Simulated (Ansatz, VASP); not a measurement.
TiO2 in VASP and in Ansatz

Contents of INCAR:

```
PREC = Accurate
ENCUT = 520
EDIFF = 1E-6
ISMEAR = -1
SIGMA = 0.05
LREAL = F
LASPH = T
NELM = 80
ALGO = Normal
ISIF = 2
LWAVE = F
LCHARG = T
GGA = PE
LELF = T
LVHAR = T
NBANDS = 33
```

The input KPOINTS:

```
Automatic mesh
0
Gamma
  6 6 5
```

POSCAR

```
TiO2
1.0
    2.7060340000     -2.7066550000      0.0000000000
    2.7060340000      2.7066550000      0.0000000000
   -2.6335310000      0.0000000000      4.9885024800
Ti O
2 4
Direct
    0.8658900000      0.1341100000      0.7500000000
    0.1341100000      0.8658900000      0.2500000000
    0.0887550000      0.3312210000      0.1671490000
    0.9112450000      0.6687790000      0.8328510000
    0.6687790000      0.9112450000      0.3328510000
    0.3312210000      0.0887550000      0.6671490000
```

Contents of input.yaml:

```yaml
crystal:
  lattice:
    - [2.706034, -2.706655, 0.0]
    - [2.706034, 2.706655, 0.0]
    - [-2.633531, 0.0, 4.98850248]
  atoms:
    - { symbol: Ti, position: [0.86589, 0.13411, 0.75] }
    - { symbol: Ti, position: [0.13411, 0.86589, 0.25] }
    - { symbol: O, position: [0.088755, 0.331221, 0.167149] }
    - { symbol: O, position: [0.911245, 0.668779, 0.832851] }
    - { symbol: O, position: [0.668779, 0.911245, 0.332851] }
    - { symbol: O, position: [0.331221, 0.088755, 0.667149] }
hamiltonian:
  xc: pbe
  pseudopotentials: { kind: paw }
kpoints:
  mp_grid: { grid: [6, 6, 5] }
scf:
  occupations: { method: fermi_dirac, width: 0.05 }
output:
  forces: true
  stress: true
  eigenvalues: true
```

Alike in both runs: task single point; functional PBE; k mesh 6 × 6 × 5; occupations fermi-dirac, width 0.05 eV; no spin polarisation.

```csv
,VASP,Ansatz
version,VASP 6.6.1,Ansatz 0.2.0
potentials or method,"VASP PAW PBE potentials, release 64 (Ti_sv, O)",Ansatz PAW
plane-wave cutoff (eV),520,420
valence electrons in the cell,48,48
```

```csv
,VASP,Ansatz,Ansatz less VASP
gap on the k mesh at the Fermi level (eV),1.99,2.01,+0.019
least direct gap on the mesh (eV),2.36,2.38,+0.017
pressure (GPa),-8.1,-8.6,-0.55
"traceless stress, the component that is largest in VASP (GPa)",-3.98,-3.87,+0.111
rms of the force components (eV/Å),0.287,0.290,+0.0031
```

Atom by atom the forces differ by 0.008 eV/Å (rms over components). The functional is the same, so the differences come from potentials, cutoffs and numerics.

Noted on Ansatz's run: odd divisions of the mesh miss points on the zone boundary, where band edges often lie, so the gap on the mesh can be too wide.
